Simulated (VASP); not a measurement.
Wanted: the native input for a VASP 6.6.1 run.

| Item | Value |
| --- | --- |
| Task | single point |
| Functional | PBEsol |
| Potentials or basis | VASP PAW PBE potentials, release 64 (Si, C) |
| Cutoff | 520 eV |
| k mesh | 10 × 4 × 3 |
| Occupations | gaussian, width 0.05 eV |
| Spin | no spin polarisation |
| Dipole correction | no |
| Further INCAR settings | LREAL = Auto; ALGO = Normal; EDIFF = 1e-06; NBANDS = 66 |

The structure of SiC (an interface model) lies in POSCAR:

```
SiC
1.0
    3.0807515540      0.0000000000      0.0000000000
    0.0000000000      7.5462693316      0.0000000000
    0.0000000000      0.0000000000     10.6720364341
Si C
12 12
Direct
    0.0000000000      0.0000000000      0.0000000000
    0.0000000000      0.3333333333      0.3333333333
    0.0000000000      0.6666666667      0.1666666667
    0.5000000000      0.0000000000      0.2500000000
    0.5000000000      0.3333333333      0.0833333333
    0.5000000000      0.6666666667      0.4166666667
    1.0000000000      1.0000000000      0.5000000000
    0.5000000000      0.7500000000      0.7500000000
    0.5000000000      0.4166666667      0.9166666667
    0.0000000000      0.0833333333      0.8333333333
    0.5000000000      0.3333333333      0.5833333333
    0.0000000000      0.4166666667      0.6666666667
    0.5000000000      0.7500000000      0.2500000000
    0.5000000000      0.0833333333      0.0833333333
    0.5000000000      0.4166666667      0.4166666667
    1.0000000000      0.7500000000      0.0000000000
    0.0000000000      0.0833333333      0.3333333333
    0.0000000000      0.4166666667      0.1666666667
    0.0000000000      0.3333333333      0.8333333333
    0.0000000000      0.6666666667      0.6666666667
    0.5000000000      0.0833333333      0.5833333333
    0.5000000000      0.0000000000      0.7500000000
    1.0000000000      0.7500000000      0.5000000000
    0.5000000000      0.6666666667      0.9166666667
```

One way to write it, as run:

INCAR

```
PREC = Accurate
ENCUT = 520
EDIFF = 1E-6
ISMEAR = 0
SIGMA = 0.05
LREAL = Auto
LASPH = True
NELM = 100
ALGO = Normal
ISIF = 2
LWAVE = False
LCHARG = False
GGA = PS
NBANDS = 66
```

KPOINTS

```
regular mesh
0
Gamma
  10 4 3
```

Potentials or basis: VASP PAW PBE potentials, release 64 (Si, C).

Command:

```bash
$ cat potpaw_PBE.64/Si/POTCAR potpaw_PBE.64/C/POTCAR > POTCAR
$ mpirun -np 1 vasp_std > vasp.out
```

Results of the run:

| Property | Result |
| --- | --- |
| Pressure | 16.3 GPa |
| Largest force | 11.677 eV/Å |

Caveat: the PAW data sets were made with another functional, which shifts forces and pressure a little.

It took 6.2 min on 1 thread of Intel(R) Xeon(R) 6975P-C (Granite Rapids) (shared host), peak memory 0.56 GiB.
